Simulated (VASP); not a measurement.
# Al32H (a cell with a defect) in VASP: notebook

Al32H (a cell with a defect) is run at these levels: PBEsol; tasks: single point.

Everything below comes from runs of VASP 6.6.1. Logs are shortened: lines on timing, memory, paths and dates and some standing lists are left out, and cuts for length are marked.

### Step 1. The cell of the first run

The cell holds a defect, 33 atoms: a = 8.100 Å, b = 8.100 Å, c = 8.100 Å, α = 90.00°, β = 90.00°, γ = 90.00°.

### Step 2. Single point, PBEsol

The input, INCAR:

```
SYSTEM = Al32H
  PREC = Accurate
  ENCUT = 520
  EDIFF = 1E-7
  ISMEAR = 0
  SIGMA = 0.1
  LREAL = Auto
  LASPH = .TRUE.
  NELM = 100
  ALGO = Normal
  ISIF = 2
  LWAVE = .FALSE.
  LCHARG = .TRUE.
  GGA = PS
  LELF = .TRUE.
  LVHAR = .TRUE.
  NBANDS = 70
```

The input, KPOINTS:

```
regular mesh
0
G
  3 3 3
  0 0 0
```

The input, POSCAR:

```
Al32H
1.0
    8.1000000000      0.0000000000      0.0000000000
    0.0000000000      8.1000000000      0.0000000000
    0.0000000000      0.0000000000      8.1000000000
Al H
32 1
Direct
    0.4977551852      0.0006345679     -0.0021776543
    0.7494111111      0.2522908642     -0.0021771605
    0.7409202469      0.0091186420      0.2409787654
   -0.0004806173     -0.0004672840      0.0009735802
    0.2498960494      0.2499096296      0.0002225926
    0.5001403704      0.5001539506      0.0002192593
    0.7505162963      0.7505295062      0.0009638272
    0.2491550617     -0.0004754321      0.2506045679
    0.4977554321      0.2522909877      0.2494776543
    0.7505207407      0.5008934568      0.2505974074
    0.5009039506     -0.0004780247      0.4995858025
    0.7505341975      0.2491544444      0.4995820988
    0.7505390123     -0.0004865432      0.7492237037
    0.0006218519      0.4977701235     -0.0021743210
    0.2522759259      0.7494237037     -0.0021739506
   -0.0004896296      0.2491695062      0.2506055556
    0.2522760494      0.4977703704      0.2494787654
    0.5008791358      0.7505348148      0.2505983951
    0.0091858025      0.0091956790      0.5092427160
    0.2523065432      0.2523182716      0.5006990123
    0.4977396296      0.4977511111      0.5006951852
    0.7408775309      0.7408875309      0.5092083951
    0.2523062963      0.0006435802      0.7523743210
    0.5001493827      0.2499040741      0.7499695062
    0.7494060494      0.4977519753      0.7523624691
    0.0090998765      0.7409392593      0.2409877778
   -0.0004893827      0.5009156790      0.4995877778
    0.2491427160      0.7505454321      0.4995840741
    0.0006319753      0.2523179012      0.7523743210
    0.2498914815      0.5001619753      0.7499704938
    0.4977403704      0.7494174074      0.7523625926
   -0.0004988889      0.7505512346      0.7492262963
    0.8750477778      0.8750756790      0.3752153086
```

Potentials or basis: VASP PAW PBE potentials, release 64 (Al, H).

Command:

```bash
cat potpaw_PBE.64/Al/POTCAR potpaw_PBE.64/H/POTCAR > POTCAR
mpirun -np 1 vasp_std > vasp.out
```

OUTCAR:

```text
SYSTEM = Al32H
   PREC = Accurate
   ENCUT = 520
   EDIFF = 1E-7
   ISMEAR = 0
   LREAL = Auto
   LASPH = .TRUE.
   NELM = 100
   ISIF = 2
   GGA = PS

 ion  position               nearest neighbor table
   1  0.498  0.001  0.998-   3 2.79  23 2.81  31 2.84  15 2.85  24 2.85   5 2.85   8 2.87  13 2.87
                             7 2.88  18 2.88   9 2.88   2 2.88
   2  0.749  0.252  0.998-   3 2.79  25 2.81  29 2.84  14 2.85  24 2.85   6 2.85  13 2.87  10 2.87
                             4 2.88  16 2.88   9 2.88   1 2.88
   3  0.741  0.009  0.241-  33 1.88   1 2.79   2 2.79   9 2.79   7 2.86   4 2.86  11 2.86  18 2.86
                            12 2.86  16 2.86  26 3.07  22 3.07  19 3.07
   4  1.000  1.000  0.001-   7 2.85   3 2.86  26 2.86   8 2.86  16 2.86  32 2.87  13 2.87   5 2.87
                            29 2.87  23 2.87  15 2.88   2 2.88
   5  0.250  0.250  0.000-  29 2.85   9 2.85  23 2.85  17 2.85   1 2.85  14 2.85   6 2.87  30 2.87
                            24 2.87   4 2.87   8 2.87  16 2.87
   6  0.500  0.500  0.000-  31 2.85   9 2.85  25 2.85  17 2.85   2 2.85  15 2.85   5 2.87  30 2.87
                            24 2.87   7 2.87  10 2.87  18 2.87
   7  0.751  0.751  0.001-   4 2.85   3 2.86  26 2.86  10 2.86  18 2.86  32 2.87  13 2.87   6 2.87
                            31 2.87  25 2.87  14 2.88   1 2.88
   8  0.249  1.000  0.251-  28 2.85  19 2.86  26 2.86   4 2.86  16 2.86  18 2.87  11 2.87   5 2.87
                             9 2.87   1 2.87  15 2.88  20 2.88
   9  0.498  0.252  0.249-   3 2.79  17 2.81  20 2.84  21 2.84   5 2.85   6 2.85   8 2.87  10 2.87
[... 32 lines left out ...]
                            27 2.88  32 2.88  31 2.88  21 2.88
  26  0.009  0.741  0.241-  33 1.88  14 2.79  15 2.79  17 2.79   7 2.86   4 2.86  27 2.86  10 2.86
                            28 2.86   8 2.86   3 3.07  22 3.07  19 3.07
  27  1.000  0.501  0.500-  10 2.85  22 2.86  26 2.86  28 2.86  32 2.86  16 2.87  12 2.87  30 2.87
                            29 2.87  20 2.87  17 2.88  25 2.88
  28  0.249  0.751  0.500-   8 2.85  19 2.86  26 2.86  27 2.86  32 2.86  18 2.87  11 2.87  30 2.87
                            31 2.87  21 2.87  17 2.88  23 2.88
  29  0.001  0.252  0.752-  19 2.79  14 2.81  25 2.84   2 2.84  30 2.85   5 2.85  27 2.87   4 2.87
                            12 2.88  13 2.88  23 2.88  20 2.88
  30  0.250  0.500  0.750-  29 2.85  31 2.85  20 2.85  15 2.85  21 2.85  14 2.85   6 2.87   5 2.87
                            24 2.87  27 2.87  28 2.87  32 2.87
  31  0.498  0.749  0.752-  22 2.79  15 2.81  23 2.84   1 2.84  30 2.85   6 2.85  28 2.87   7 2.87
                            11 2.88  13 2.88  25 2.88  21 2.88
  32  1.000  0.751  0.749-  13 2.85  19 2.86  22 2.86  27 2.86  28 2.86   7 2.87   4 2.87  30 2.87
                            15 2.87  14 2.87  25 2.88  23 2.88
  33  0.875  0.875  0.375-  19 1.88  22 1.88   3 1.88  26 1.88

  LATTYP: Found a simple cubic cell.
 ALAT       =     8.1000000000

  Lattice vectors:

 A1 = (   8.1000000000,   0.0000000000,   0.0000000000)
 A2 = (   0.0000000000,   8.1000000000,   0.0000000000)
 A3 = (   0.0000000000,   0.0000000000,   8.1000000000)

Analysis of symmetry for initial positions (statically):
=====================================================================
 Subroutine PRICEL returns:
 Original cell was already a primitive cell.

 Routine SETGRP: Setting up the symmetry group for a
 simple cubic supercell.

 Subroutine GETGRP returns: Found  1 space group operations
 (whereof  1 operations were pure point group operations)
 out of a pool of 48 trial point group operations.

The static configuration has the point symmetry C_1 .

Analysis of symmetry for dynamics (positions and initial velocities):
=====================================================================
 Subroutine PRICEL returns:
 Original cell was already a primitive cell.

 Routine SETGRP: Setting up the symmetry group for a
 simple cubic supercell.

 Subroutine GETGRP returns: Found  1 space group operations
 (whereof  1 operations were pure point group operations)
 out of a pool of 48 trial point group operations.

The dynamic configuration has the point symmetry C_1 .

 Subroutine INISYM returns: Found  1 space group operations
 (whereof  1 operations are pure point group operations),
 and found     1 'primitive' translations

----------------------------------------------------------------------------------------

                                     Primitive cell

  volume of cell :     531.4410

  direct lattice vectors                    reciprocal lattice vectors
     8.100000000  0.000000000  0.000000000     0.123456790  0.000000000  0.000000000
[... 91 lines left out ...]

  Length of vectors
     0.041152263  0.041152263  0.041152263

  Shift w.r.t. Gamma in fractional coordinates (k-lattice)
     0.000000000  0.000000000  0.000000000

 Subroutine IBZKPT returns following result:
 ===========================================

 Found     14 irreducible k-points:

 Following reciprocal coordinates:
            Coordinates               Weight
  0.000000  0.000000  0.000000      1.000000
  0.333333  0.000000  0.000000      2.000000
  0.000000  0.333333  0.000000      2.000000
  0.000000  0.000000  0.333333      2.000000
  0.333333  0.333333  0.000000      2.000000
  0.000000  0.333333  0.333333      2.000000
  0.333333  0.000000  0.333333      2.000000
 -0.333333  0.333333  0.000000      2.000000
 -0.333333  0.000000  0.333333      2.000000
  0.000000 -0.333333  0.333333      2.000000
  0.333333  0.333333  0.333333      2.000000
 -0.333333  0.333333  0.333333      2.000000
 -0.333333 -0.333333  0.333333      2.000000
  0.333333 -0.333333  0.333333      2.000000
   k-points           NKPTS =     14   k-points in BZ     NKDIM =     14   number of bands    NBANDS=     70
   number of dos      NEDOS =    301   number of ions     NIONS =     33
   total plane-waves  NPLWV = 216000
   dimension x,y,z NGX =    60 NGY =   60 NGZ =   60
   dimension x,y,z NGXF=   120 NGYF=  120 NGZF=  120
   ions per type =              32   1
   NGX,Y,Z   is equivalent  to a cutoff of  12.31, 12.31, 12.31 a.u.
   NGXF,Y,Z  is equivalent  to a cutoff of  24.63, 24.63, 24.63 a.u.
 SYSTEM =  Al32H
   PREC   = accura    normal or accurate (medium, high low for compatibility)
   ISTART =      0    job   : 0-new  1-cont  2-samecut
   ICHARG =      2    charge: 1-file 2-atom 10-const
   ISPIN  =      1    spin polarized calculation?
   LNONCOLLINEAR =      F non collinear calculations
   LSORBIT =      F    spin-orbit coupling
   LASPH  =      T    aspherical Exc in radial PAW
   ENCUT  =  520.0 eV  38.22 Ry    6.18 a.u.  15.06 15.06 15.06*2*pi/ulx,y,z
   NELM   =    100;   NELMIN=  2; NELMDL= -5     # of ELM steps
   EDIFF  = 0.1E-06   stopping-criterion for ELM
   LREAL  =      T    real-space projection
   EDIFFG = 0.1E-05   stopping-criterion for IOM
   NSW    =      0    number of steps for IOM
   IBRION =     -1    ionic relax: 0-MD 1-quasi-New 2-CG
   NFREE  =      0    steps in history (QN), initial steepest desc. (CG)
   ISIF   =      2    stress and relaxation
   ISYM   =      2    0-nonsym 1-usesym 2-fastsym
   POTIM  = 0.5000    time-step for ionic-motion
   TEBEG  =    0.0;   TEEND  =   0.0 temperature during run
   PSTRESS=    0.0 pullay stress
   NELECT =      97.0000    total number of electrons
   NUPDOWN=      -1.0000    fix difference up-down
   EMIN   =  10.00;   EMAX   =-10.00  energy-range for DOS
   EFERMI =   0.00;   METHOD = LEGACY
   ISMEAR =     0;   SIGMA  =   0.10  broadening in eV -4-tet -1-fermi 0-gaus
   EFERMI_NEDOS =   21; number of points for ismear=-14 and -15
   IALGO  =     38    algorithm
   IMIX   =      4    mixing-type and parameters
     AMIX     =   0.40;   BMIX     =  1.00
     AMIX_MAG =   1.60;   BMIX_MAG =  1.00
  volume/ion in A,a.u.               =      16.10       108.68
  Fermi-wavevector in a.u.,A,eV,Ry     =   0.928639  1.754874 11.733269  0.862371
  Thomas-Fermi vector in A             =   2.054837
   LORBIT       =      0    0 simple, 1 ext, 2 COOP (PROOUT), +10 PAW based schemes
   GGA     = PS    functional components
   LHFCALC =     F    Hartree Fock is set to
   AEXX    =    0.0000 exact exchange contribution
   IVDW    =     0    specifies the selected vdW correction
   LEPSILON=     F    determine dielectric tensor
   LRPA    =     F    only Hartree local field effects (RPA)
 non-spin polarized calculation
 Gauss-broadening in eV      SIGMA  =   0.10
  energy-cutoff  :      520.00
  volume of cell :      531.44
 maximum number of plane-waves:     14358
   NGX = 31   NGY = 31   NGZ = 31

 number of electron      96.9999998 magnetization

 Free energy of the ion-electron system (eV)
  ---------------------------------------------------
  ext. energy  EPLUGINS =         0.00000000
  ---------------------------------------------------
  free energy    TOTEN  =      -134.40382295 eV

  energy without entropy =     -134.37144100  energy(sigma->0) =     -134.38763197

 E-fermi :   7.7671     XC(G=0): -10.2545

 val. band max:        7.6628526143   @ k =  -0.3333   0.3333   0.3333
 cond. band min:       7.7896816159   @ k =   0.0000   0.0000   0.3333
 fundamental gap:      0.1268290016
 Fermi energy:         7.7670523754

 k-point     1 :       0.0000    0.0000    0.0000
  band No.  band energies     occupation
      1      -3.3149      2.00000
      2      -1.6376      2.00000
      3      -0.9725      2.00000
      4      -0.9724      2.00000
      5      -0.9723      2.00000
      6      -0.9633      2.00000
[... 871 lines left out ...]
     59       9.6979      0.00000
     60       9.6980      0.00000
 [bands above 60 left out]

------------------------ aborting loop because EDIFF is reached ----------------------------------------

  FORCE on cell =-STRESS in cart. coord.  units (eV):
  Direction    XX          YY          ZZ          XY          YZ          ZX
  --------------------------------------------------------------------------------------
  -------------------------------------------------------------------------------------
  Total       -3.2830878     -3.2829359     -3.2827795      0.0069011      0.0008291      0.0016191
  in kB       -9.8977852     -9.8973273     -9.8968556      0.0208053      0.0024997      0.0048813
  external PRESSURE =      -9.8973227 kB  Pullay stress =       0.0000000 kB

 VOLUME and BASIS-vectors are now :
 -----------------------------------------------------------------------------
  energy-cutoff  :      520.00
  volume of cell :      531.44
      direct lattice vectors                 reciprocal lattice vectors
     8.100000000  0.000000000  0.000000000     0.123456790  0.000000000  0.000000000
     0.000000000  8.100000000  0.000000000     0.000000000  0.123456790  0.000000000
     0.000000000  0.000000000  8.100000000     0.000000000  0.000000000  0.123456790

 POSITION                                       TOTAL-FORCE (eV/Angst)
 -----------------------------------------------------------------------------------
      4.03182      0.00514      8.08236        -0.004203      0.001540     -0.004174
      6.07023      2.04356      8.08236        -0.001024      0.004359     -0.004081
      6.00145      0.07386      1.95193        -0.002216      0.002706     -0.002158
      8.09611      8.09621      0.00789        -0.002881     -0.002935      0.004836
      2.02416      2.02427      0.00180         0.001245      0.001187     -0.002000
      4.05114      4.05125      0.00178        -0.001444     -0.001505     -0.001982
[... 25 lines left out ...]
      8.09596      6.07947      6.06873        -0.003365      0.003126     -0.005107
      7.08789      7.08811      3.03924        -0.000158     -0.000178     -0.000436
 -----------------------------------------------------------------------------------
    total drift:                               -0.002079     -0.003894     -0.006755

  FREE ENERGIE OF THE ION-ELECTRON SYSTEM (eV)
  ---------------------------------------------------
  free  energy   TOTEN  =      -134.4038229522 eV

  energy  without entropy=     -134.3714409971  energy(sigma->0) =     -134.38763197
```

Run time: 6.4 min. Hardware: 1 thread of AMD EPYC 9R45 (Zen 5), shared host; peak memory 0.62 GiB.

What came out:

| Property | Result |
| --- | --- |
| Free energy | -134.4038 eV |
| Pressure | -1.0 GPa |
| Largest force | 0.007 eV/Å |

Forces on the atoms (eV/Å):
```
Al  -0.004  0.002 -0.004
Al  -0.001  0.004 -0.004
Al  -0.002  0.003 -0.002
Al  -0.003 -0.003  0.005
Al   0.001  0.001 -0.002
Al  -0.001 -0.002 -0.002
Al   0.003  0.003  0.005
Al  -0.005 -0.004  0.004
Al  -0.005  0.005 -0.001
Al   0.004  0.004  0.004
Al   0.005 -0.003 -0.003
Al   0.003 -0.005 -0.003
Al   0.003 -0.003 -0.005
Al   0.002 -0.004 -0.004
Al   0.004 -0.001 -0.004
Al  -0.004 -0.005  0.004
Al   0.005 -0.005 -0.001
Al   0.004  0.004  0.004
Al   0.001  0.001  0.001
Al   0.004  0.004  0.002
Al  -0.004 -0.004  0.002
Al  -0.002 -0.002  0.002
Al   0.004  0.000  0.004
Al  -0.002  0.001  0.001
Al   0.000 -0.005  0.004
Al   0.003 -0.002 -0.002
Al  -0.003  0.005 -0.003
Al  -0.005  0.003 -0.003
Al   0.000  0.005  0.004
Al   0.001 -0.002  0.001
Al  -0.005  0.000  0.004
Al  -0.003  0.003 -0.005
H    0.000  0.000  0.000
```

Caveat: the PAW data sets were made with another functional, which shifts forces and pressure a little.

### Step 3. Single point, PBEsol

The input, INCAR:

```
SYSTEM = Al32H
ALGO = Normal ; EDIFF = 1E-7
ENCUT = 520 ; GGA = PS
ISIF = 2 ; ISMEAR = 0
LASPH = .True. ; LCHARG = .False.
LREAL = Auto ; LWAVE = .False.
NBANDS = 70 ; NELM = 100
PREC = Accurate ; SIGMA = 0.1
```

The input, KPOINTS:

```
k-points
0
Gamma
  3 3 3
  0 0 0
```

The input, POSCAR:

```
Al32H
1.0
    8.1000000000      0.0000000000      0.0000000000
    0.0000000000      8.1000000000      0.0000000000
    0.0000000000      0.0000000000      8.1000000000
Al H
32 1
Direct
    0.5008404658     -0.0006143559      0.0006065963
    0.7505722053      0.2490645805      0.0005939290
    0.7408270021      0.0092263688      0.2592478419
    0.0092336510      0.0091747376     -0.0091620369
    0.2523115684      0.2523329818     -0.0005100786
    0.4976711154      0.4976917535     -0.0005191537
    0.7408102989      0.7407482684     -0.0092303927
    0.2489958845     -0.0005883055      0.2494003172
    0.4976803183      0.2523016424      0.2505109723
    0.7505707590      0.5009369148      0.2493883871
    0.4976711495      0.0005142445      0.5023037630
    0.7494763419      0.2523339248      0.5023268845
    0.7505754854     -0.0006049680      0.7509108563
   -0.0006345261      0.5009162510      0.0005931914
    0.2489887694      0.7505919907      0.0005802164
   -0.0006366111      0.2491031150      0.2493855842
    0.2523048636      0.4976763141      0.2505001636
    0.5008296964      0.7506186625      0.2493739605
   -0.0006315843     -0.0005980225      0.4990667631
    0.2497863163      0.2498135284      0.4998041406
    0.5001552138      0.5001823013      0.4998122202
    0.7505675029      0.7506009849      0.4990389840
    0.2523057641      0.0005073600      0.7476680272
    0.5001522054      0.2498246123      0.7501695339
    0.7494741599      0.4976744233      0.7476670466
    0.0092048844      0.7408454445      0.2591674234
    0.0004931838      0.4976933053      0.5023022456
    0.2523106015      0.7494975455      0.5023249732
    0.0004971047      0.2523010403      0.7476941702
    0.2497884379      0.5001882710      0.7501784906
    0.4976803480      0.7494845497      0.7476935962
   -0.0006395608      0.7506099935      0.7508794342
    0.8741586844      0.8750508416      0.1247460493
```

Potentials or basis: VASP PAW PBE potentials, release 64 (Al, H).

Command:

```bash
cat potpaw_PBE.64/Al/POTCAR potpaw_PBE.64/H/POTCAR > POTCAR
mpirun -np 1 vasp_std > vasp.out
```

Run time: 8.2 min. Hardware: 1 thread of Intel Xeon 6975P-C (Granite Rapids), shared host; peak memory 0.64 GiB.

It converged, with:

```
Free energy   : -134.4038 eV
Pressure      : -1.0 GPa
Largest force : 0.018 eV/Å
```

Forces on the atoms (eV/Å):
```
Al   0.004  0.000  0.000
Al  -0.001 -0.003 -0.001
Al  -0.002  0.000 -0.001
Al  -0.007 -0.004  0.004
Al   0.001  0.001 -0.008
Al  -0.002 -0.002 -0.008
Al  -0.003 -0.001 -0.002
Al  -0.002  0.002  0.002
Al  -0.002  0.002  0.008
Al  -0.001  0.003  0.001
Al  -0.002  0.008  0.002
Al  -0.008  0.001  0.001
Al  -0.001  0.001  0.004
Al   0.002  0.003 -0.001
Al  -0.002 -0.002 -0.002
Al   0.001 -0.003  0.001
Al   0.001 -0.001  0.009
Al   0.004  0.000  0.001
Al   0.002  0.001 -0.003
Al   0.002  0.002  0.002
Al  -0.003 -0.003  0.003
Al  -0.001 -0.002 -0.004
Al   0.001  0.008 -0.001
Al  -0.003  0.003 -0.003
Al  -0.008 -0.002 -0.002
Al  -0.008  0.006 -0.007
Al   0.009 -0.001  0.001
Al   0.001 -0.009  0.001
Al   0.009  0.002 -0.002
Al   0.002 -0.002 -0.002
Al  -0.002 -0.008 -0.002
Al   0.001  0.000  0.003
H    0.017 -0.001  0.005
```

Levels at points of the mesh, in eV from the Fermi level:
| k point | band 44 | band 45 | band 46 | band 47 | band 48 | band 49 | band 50 | band 51 | band 52 | band 53 |
| --- | --- | --- | --- | --- | --- | --- | --- | --- | --- | --- |
| (0.00, 0.00, 0.00) | -0.68 | -0.65 | 0.24 | 0.24 | 0.24 | 0.31 | 0.31 | 0.31 | 0.78 | 1.14 |

Caveat: the PAW data sets were made with another functional, which shifts forces and pressure a little.

(Continued in part 2 of 2.)
